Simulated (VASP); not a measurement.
# Cs2CdCl3 (P6/mmm) in VASP: a series of runs

The runs below take Cs2CdCl3 through relaxation of cell and atoms, single point, with PBE.

Program: VASP 6.6.1. These are calculated values, not measurements. Logs are shortened: lines on timing, memory, paths and dates and some standing lists are left out, and cuts for length are marked.

### 1 The cell of the first run

Symmetry: P6/mmm, No. 191, hexagonal system. Conventional cell: a = 9.159 Å, b = 9.159 Å, c = 4.430 Å, α = 90.00°, β = 90.00°, γ = 120.00°. Cs (site symmetry -6m2) has 6 Cl at 3.45 Å and 2 Cs at 4.43 Å within 4.5 Å. Cd (site symmetry 6/mmm) has 2 Cd at 4.43 Å and 12 Cl at 5.09 Å and 6 Cs at 5.29 Å within 5.8 Å. Cl (site symmetry mmm) has 4 Cs at 3.45 Å and 6 Cl at 4.43 to 4.58 Å within 4.6 Å.

The cell was generated, and may not be a known phase.

### 2 Relaxation of cell and atoms, PBE

INCAR reads:

```
SYSTEM = Cs2CdCl3
PREC = Accurate ; ENCUT = 600
EDIFF = 1E-6 ; ISMEAR = 0
SIGMA = 0.1 ; LREAL = .False.
LASPH = .True. ; NELM = 100
ALGO = Normal ; ISIF = 3
LWAVE = .False. ; LCHARG = .False.
GGA = PE ; IBRION = 2
NSW = 100 ; EDIFFG = -0.01
```

KPOINTS reads:

```
Automatic mesh
0
Gamma
  6 6 8
  0 0 0
```

POSCAR reads:

```
Cs2CdCl3
1.0
    9.1586402373      0.0000000000      0.0000000000
   -4.5793201186      7.9316151096      0.0000000000
    0.0000000000      0.0000000000      4.4296188753
Cs Cd Cl
2 1 3
Direct
    0.6666666667      0.3333333333      0.0000000000
    0.3333333333      0.6666666667      0.0000000000
    0.0000000000      0.0000000000      0.0000000000
    0.5000000000      0.0000000000      0.5000000000
    0.0000000000      0.5000000000      0.5000000000
    0.5000000000      0.5000000000      0.5000000000
```

Potentials or basis: VASP PAW PBE potentials, release 64 (Cs_sv, Cd, Cl).

The run is started by

```
$ cat potpaw_PBE.64/Cs_sv/POTCAR potpaw_PBE.64/Cd/POTCAR potpaw_PBE.64/Cl/POTCAR > POTCAR
$ mpirun -np 1 vasp_std > vasp.out
```

OUTCAR:

```text
SYSTEM = Cs2CdCl3
   PREC = Accurate
   ENCUT = 600
   EDIFF = 1E-6
   ISMEAR = 0
   LREAL = .False.
   LASPH = .True.
   NELM = 100
   ISIF = 3
   GGA = PE
   IBRION = 2
   NSW = 100
   EDIFFG = -0.01

 ion  position               nearest neighbor table
   1  0.667  0.333  0.000-
   2  0.333  0.667  0.000-
   3  0.000  0.000  0.000-
   4  0.500  0.000  0.500-
   5  0.000  0.500  0.500-
   6  0.500  0.500  0.500-

  LATTYP: Found a hexagonal cell.
 ALAT       =     9.1586402373
 C/A-ratio  =     0.4836546431

  Lattice vectors:

 A1 = (   9.1586402373,   0.0000000000,   0.0000000000)
 A2 = (  -4.5793201186,   7.9316151096,   0.0000000000)
 A3 = (   0.0000000000,   0.0000000000,   4.4296188753)

Analysis of symmetry for initial positions (statically):
=====================================================================
 Subroutine PRICEL returns:
 Original cell was already a primitive cell.

 Routine SETGRP: Setting up the symmetry group for a
 hexagonal supercell.

 Subroutine GETGRP returns: Found 24 space group operations
 (whereof 24 operations were pure point group operations)
 out of a pool of 24 trial point group operations.

The static configuration has the point symmetry D_6h.

Analysis of symmetry for dynamics (positions and initial velocities):
=====================================================================
 Subroutine PRICEL returns:
 Original cell was already a primitive cell.

 Routine SETGRP: Setting up the symmetry group for a
 hexagonal supercell.

 Subroutine GETGRP returns: Found 24 space group operations
 (whereof 24 operations were pure point group operations)
 out of a pool of 24 trial point group operations.

The dynamic configuration has the point symmetry D_6h.

 Subroutine INISYM returns: Found 24 space group operations
 (whereof 24 operations are pure point group operations),
 and found     1 'primitive' translations

----------------------------------------------------------------------------------------

                                     Primitive cell

  volume of cell :     321.7800

  direct lattice vectors                    reciprocal lattice vectors
     9.158640237  0.000000000  0.000000000     0.109186514  0.063038863  0.000000000
    -4.579320119  7.931615110  0.000000000     0.000000000  0.126077726  0.000000000
     0.000000000  0.000000000  4.429618875     0.000000000  0.000000000  0.225753056

  length of vectors
     9.158640237  9.158640237  4.429618875     0.126077726  0.126077726  0.225753056

  position of ions in fractional coordinates (direct lattice)
     0.666666667  0.333333333  0.000000000
     0.333333333  0.666666667  0.000000000
     0.000000000  0.000000000  0.000000000
     0.500000000  0.000000000  0.500000000
     1.000000000  0.500000000  0.500000000
     0.500000000  0.500000000  0.500000000

  ion indices of the primitive-cell ions
   primitive index   ion index
                 1           1
                 2           2
                 3           3
                 4           4
                 5           5
                 6           6

----------------------------------------------------------------------------------------

 KPOINTS: Automatic mesh

Automatic generation of k-mesh.
 Grid dimensions read from file:
 generate k-points for:    6    6    8

 Generating k-lattice:

  Cartesian coordinates                     Fractional coordinates (reciprocal lattice)
     0.018197752  0.010506477  0.000000000     0.166666667 -0.000000000  0.000000000
     0.000000000  0.021012954  0.000000000     0.000000000  0.166666667  0.000000000
     0.000000000  0.000000000  0.028219132     0.000000000  0.000000000  0.125000000

  Length of vectors
     0.021012954  0.021012954  0.028219132

  Shift w.r.t. Gamma in fractional coordinates (k-lattice)
     0.000000000  0.000000000  0.000000000

 Subroutine IBZKPT returns following result:
 ===========================================

 Found     35 irreducible k-points:

 Following reciprocal coordinates:
            Coordinates               Weight
  0.000000  0.000000  0.000000      1.000000
  0.166667  0.000000  0.000000      6.000000
  0.333333  0.000000  0.000000      6.000000
  0.500000  0.000000  0.000000      3.000000
  0.166667  0.166667  0.000000      6.000000
  0.333333  0.166667  0.000000     12.000000
[... 16 lines left out ...]
  0.166667  0.000000  0.375000     12.000000
  0.333333  0.000000  0.375000     12.000000
 [... further k-points ...]
   k-points           NKPTS =     35   k-points in BZ     NKDIM =     35   number of bands    NBANDS=     30
   number of dos      NEDOS =    301   number of ions     NIONS =      6
   total plane-waves  NPLWV = 230400
   dimension x,y,z NGX =    80 NGY =   80 NGZ =   36
   dimension x,y,z NGXF=   160 NGYF=  160 NGZF=   72
   ions per type =               2   1   3
   NGX,Y,Z   is equivalent  to a cutoff of  14.52, 14.52, 13.51 a.u.
   NGXF,Y,Z  is equivalent  to a cutoff of  29.04, 29.04, 27.02 a.u.
 SYSTEM =  Cs2CdCl3
   PREC   = accura    normal or accurate (medium, high low for compatibility)
   ISTART =      0    job   : 0-new  1-cont  2-samecut
   ICHARG =      2    charge: 1-file 2-atom 10-const
   ISPIN  =      1    spin polarized calculation?
   LNONCOLLINEAR =      F non collinear calculations
   LSORBIT =      F    spin-orbit coupling
   LASPH  =      T    aspherical Exc in radial PAW
   ENCUT  =  600.0 eV  44.10 Ry    6.64 a.u.  18.29 18.29  8.85*2*pi/ulx,y,z
   NELM   =    100;   NELMIN=  2; NELMDL= -5     # of ELM steps
   EDIFF  = 0.1E-05   stopping-criterion for ELM
   LREAL  =      F    real-space projection
   EDIFFG = -.1E-01   stopping-criterion for IOM
   NSW    =    100    number of steps for IOM
   IBRION =      2    ionic relax: 0-MD 1-quasi-New 2-CG
   NFREE  =      1    steps in history (QN), initial steepest desc. (CG)
   ISIF   =      3    stress and relaxation
   ISYM   =      2    0-nonsym 1-usesym 2-fastsym
   POTIM  = 0.5000    time-step for ionic-motion
   TEBEG  =    0.0;   TEEND  =   0.0 temperature during run
   PSTRESS=    0.0 pullay stress
   NELECT =      51.0000    total number of electrons
   NUPDOWN=      -1.0000    fix difference up-down
   EMIN   =  10.00;   EMAX   =-10.00  energy-range for DOS
   EFERMI =   0.00;   METHOD = LEGACY
   ISMEAR =     0;   SIGMA  =   0.10  broadening in eV -4-tet -1-fermi 0-gaus
   EFERMI_NEDOS =   21; number of points for ismear=-14 and -15
   IALGO  =     38    algorithm
   IMIX   =      4    mixing-type and parameters
     AMIX     =   0.40;   BMIX     =  1.00
     AMIX_MAG =   1.60;   BMIX_MAG =  1.00
  volume/ion in A,a.u.               =      53.63       361.91
  Fermi-wavevector in a.u.,A,eV,Ry     =   0.885955  1.674213 10.679445  0.784917
  Thomas-Fermi vector in A             =   2.007058
   LORBIT       =      0    0 simple, 1 ext, 2 COOP (PROOUT), +10 PAW based schemes
   GGA     = PE    functional components
   LHFCALC =     F    Hartree Fock is set to
   AEXX    =    0.0000 exact exchange contribution
   IVDW    =     0    specifies the selected vdW correction
   LEPSILON=     F    determine dielectric tensor
   LRPA    =     F    only Hartree local field effects (RPA)
 conjugate gradient relaxation of ions
 non-spin polarized calculation
 Gauss-broadening in eV      SIGMA  =   0.10
  energy-cutoff  :      600.00
  volume of cell :      321.78
 maximum number of plane-waves:     10781
 NGX is ok and might be reduce to    80
   NGX = 37   NGY = 37   NGZ = 17

--------------------------------------- Ionic step        1  -------------------------------------------

 number of electron      50.9999995 magnetization

 Free energy of the ion-electron system (eV)
  ---------------------------------------------------
  ext. energy  EPLUGINS =         0.00000000
  ---------------------------------------------------
  free energy    TOTEN  =       -14.36763873 eV

  energy without entropy =      -14.28535506  energy(sigma->0) =      -14.32649690

------------------------ aborting loop because EDIFF is reached ----------------------------------------

  FORCE on cell =-STRESS in cart. coord.  units (eV):
  Direction    XX          YY          ZZ          XY          YZ          ZX
  --------------------------------------------------------------------------------------
  -------------------------------------------------------------------------------------
  Total       -0.0715026     -0.0715026     -0.0234756     -0.0000000     -0.0000000      0.0000000
  in kB       -0.3560193     -0.3560193     -0.1168878     -0.0000000     -0.0000000      0.0000000
  external PRESSURE =      -0.2763088 kB  Pullay stress =       0.0000000 kB

 VOLUME and BASIS-vectors are now :
 -----------------------------------------------------------------------------
  energy-cutoff  :      600.00
  volume of cell :      321.78
      direct lattice vectors                 reciprocal lattice vectors
     9.158640237  0.000000000  0.000000000     0.109186514  0.063038863  0.000000000
    -4.579320119  7.931615110  0.000000000     0.000000000  0.126077726  0.000000000
     0.000000000  0.000000000  4.429618875     0.000000000  0.000000000  0.225753056

 POSITION                                       TOTAL-FORCE (eV/Angst)
 -----------------------------------------------------------------------------------
      4.57932      2.64387      0.00000        -0.000000      0.000000     -0.000000
     -0.00000      5.28774      0.00000         0.000000     -0.000000      0.000000
      0.00000      0.00000      0.00000        -0.000000      0.000000     -0.000000
      4.57932      0.00000      2.21481        -0.000000      0.000000     -0.000000
     -2.28966      3.96581      2.21481        -0.000000      0.000000     -0.000000
      2.28966      3.96581      2.21481        -0.000000      0.000000     -0.000000
 -----------------------------------------------------------------------------------
    total drift:                               -0.000000      0.000000     -0.000000

  FREE ENERGIE OF THE ION-ELECTRON SYSTEM (eV)
  ---------------------------------------------------
  free  energy   TOTEN  =       -14.3676387326 eV

  energy  without entropy=      -14.2853550578  energy(sigma->0) =      -14.32649690

--------------------------------------- Ionic step        2  -------------------------------------------

 number of electron      50.9999994 magnetization

 Free energy of the ion-electron system (eV)
  ---------------------------------------------------
  ext. energy  EPLUGINS =         0.00000000
  ---------------------------------------------------
  free energy    TOTEN  =       -14.36771444 eV

  energy without entropy =      -14.28548315  energy(sigma->0) =      -14.32659880

 E-fermi :  -2.7829     XC(G=0):  -6.2254

 val. band max:       -2.7840984788   @ k =   0.1667   0.1667   0.0000
 cond. band min:      -2.7555239921   @ k =   0.1667   0.0000   0.0000
 fundamental gap:      0.0285744867
 Fermi energy:        -2.7828845497

 k-point     1 :       0.0000    0.0000    0.0000
  band No.  band energies     occupation
      1     -21.5846      2.00000
      2     -21.5712      2.00000
      3     -14.8562      2.00000
      4     -14.8562      2.00000
      5     -14.8221      2.00000
      6      -9.7363      2.00000
[... 22 lines left out ...]
     29       3.0395      0.00000
     30       3.4573      0.00000
[... 728 lines left out ...]
  band No.  band energies     occupation
      1     -21.5487      2.00000
      2     -21.5443      2.00000
      3     -14.8504      2.00000
      4     -14.8167      2.00000
      5     -14.8042      2.00000
      6      -9.7069      2.00000
[... 22 lines left out ...]
     29       2.0748      0.00000
     30       4.4445      0.00000

 [... further k-points ...]

------------------------ aborting loop because EDIFF is reached ----------------------------------------

  FORCE on cell =-STRESS in cart. coord.  units (eV):
  Direction    XX          YY          ZZ          XY          YZ          ZX
  --------------------------------------------------------------------------------------
  -------------------------------------------------------------------------------------
  Total       -0.0569037     -0.0569037     -0.0071192     -0.0000000      0.0000000      0.0000000
  in kB       -0.2837095     -0.2837095     -0.0354948     -0.0000000      0.0000000      0.0000000
  external PRESSURE =      -0.2009713 kB  Pullay stress =       0.0000000 kB

 VOLUME and BASIS-vectors are now :
 -----------------------------------------------------------------------------
  energy-cutoff  :      600.00
  volume of cell :      321.35
      direct lattice vectors                 reciprocal lattice vectors
     9.153374819 -0.000000000  0.000000000     0.109249323  0.063075126  0.000000000
    -4.576687410  7.927055124 -0.000000000     0.000000000  0.126150252  0.000000000
     0.000000000 -0.000000000  4.428782764     0.000000000  0.000000000  0.225795676

 POSITION                                       TOTAL-FORCE (eV/Angst)
 -----------------------------------------------------------------------------------
      4.57669      2.64235      4.42878        -0.000000      0.000000      0.000000
     -0.00000      5.28470     -0.00000         0.000000     -0.000000      0.000000
      9.15337     -0.00000      4.42878         0.000000      0.000000      0.000000
      4.57669     -0.00000      2.21439         0.000000      0.000000      0.000000
      6.86503      3.96353      2.21439         0.000000     -0.000000      0.000000
      2.28834      3.96353      2.21439         0.000000     -0.000000      0.000000
 -----------------------------------------------------------------------------------
    total drift:                                0.000000     -0.000000     -0.000000

  FREE ENERGIE OF THE ION-ELECTRON SYSTEM (eV)
  ---------------------------------------------------
  free  energy   TOTEN  =       -14.3677144437 eV

  energy  without entropy=      -14.2854831534  energy(sigma->0) =      -14.32659880

 reached required accuracy - stopping structural energy minimisation
```

Wall time 8.8 min (1 thread of Intel Xeon 6975P-C (Granite Rapids), shared host); peak memory 0.8 GiB.

Results:

- Free energy: -14.3677 eV
- Relaxed volume: 53.56 Å³/atom
- Relaxed cell: a = 9.153 Å, b = 9.153 Å, c = 4.429 Å, α = 90.00°, β = 90.00°, γ = 120.00°
- Space group after relaxing (to 0.1 Å): P6/mmm (No. 191)
- Energy gained by relaxing: 0.0 meV/atom
- Ionic steps: 2
- Pressure after relaxing: 0.0 GPa
- Band gap on the k mesh: zero (an odd number of electrons rules out a gap without spin polarisation)

Final structure:
```
Cs Cd Cl
1.0
     9.15337    0.00000    0.00000
    -4.57669    7.92706    0.00000
     0.00000    0.00000    4.42878
Cs Cd Cl
2 1 3
Direct
  0.66667 0.33333 0.00000
  0.33333 0.66667 0.00000
  0.00000 0.00000 0.00000
  0.50000 0.00000 0.50000
  0.00000 0.50000 0.50000
  0.50000 0.50000 0.50000
```

Caveat: spin-orbit coupling is left out, which moves the levels of the heavy elements; an odd number of electrons without spin polarisation forces a metal; a magnetic or distorted state may lie lower.

### 3 Single point, PBE

This run uses another cell than the first one, of 34.86 Å³/atom.

INCAR reads:

```
PREC = Accurate
ENCUT = 520
EDIFF = 1E-6
ISMEAR = 0
SIGMA = 0.1
LREAL = F
LASPH = T
NELM = 100
ALGO = Normal
ISIF = 2
LWAVE = F
LCHARG = F
GGA = PE
NBANDS = 34
```

KPOINTS reads:

```
regular mesh
0
Gamma
  3 3 4
```

POSCAR reads:

```
Cs2CdCl3
1.0
    7.1457259000      0.0000000000      0.0000000000
   -3.5728629500      6.1883801600      0.0000000000
    0.0000000000      0.0000000000      4.7296041700
Cs Cd Cl
2 1 3
Direct
    0.6666666700      0.3333333300      0.0000000000
    0.3333333300      0.6666666700      0.0000000000
    0.0000000000      0.0000000000      0.0000000000
    0.5000000000      0.0000000000      0.5000000000
    0.0000000000      0.5000000000      0.5000000000
    0.5000000000      0.5000000000      0.5000000000
```

Potentials or basis: VASP PAW PBE potentials, release 64 (Cs_sv, Cd, Cl).

The run is started by

```
$ cat potpaw_PBE.64/Cs_sv/POTCAR potpaw_PBE.64/Cd/POTCAR potpaw_PBE.64/Cl/POTCAR > POTCAR
$ mpirun -np 1 vasp_std > vasp.out
```

It took 48 s on 1 thread of Intel Xeon 6975P-C (Granite Rapids), shared host; peak memory 0.34 GiB.

Results (log left out):

```yaml
Free_energy: -13.1265 eV
Pressure: 5.4 GPa
Band_gap_on_the_k_mesh: zero (an odd number of electrons rules out a gap without spin polarisation)
```

Stress tensor (GPa, compression positive):
```
4.77 0.00 0.00
0.00 4.77 0.00
0.00 0.00 6.72
```

Levels at points of the mesh, in eV from the Fermi level:
| k point | band 23 | band 24 | band 25 | band 26 | band 27 | band 28 | band 29 | band 30 |
| --- | --- | --- | --- | --- | --- | --- | --- | --- |
| (0.00, 0.00, 0.00) | -0.15 | 0.02 | 0.04 | 0.04 | 4.66 | 4.66 | 5.92 | 6.61 |
| (0.00, 0.00, 0.50) | -0.12 | -0.12 | -0.11 | 0.08 | 3.64 | 4.17 | 4.17 | 7.62 |

Caveat: the cell stands under pressure; spin-orbit coupling is left out, which moves the levels of the heavy elements; an odd number of electrons without spin polarisation forces a metal; a magnetic or distorted state may lie lower.

The gap in the log of VASP goes by the Fermi energy; the results here count the filled bands.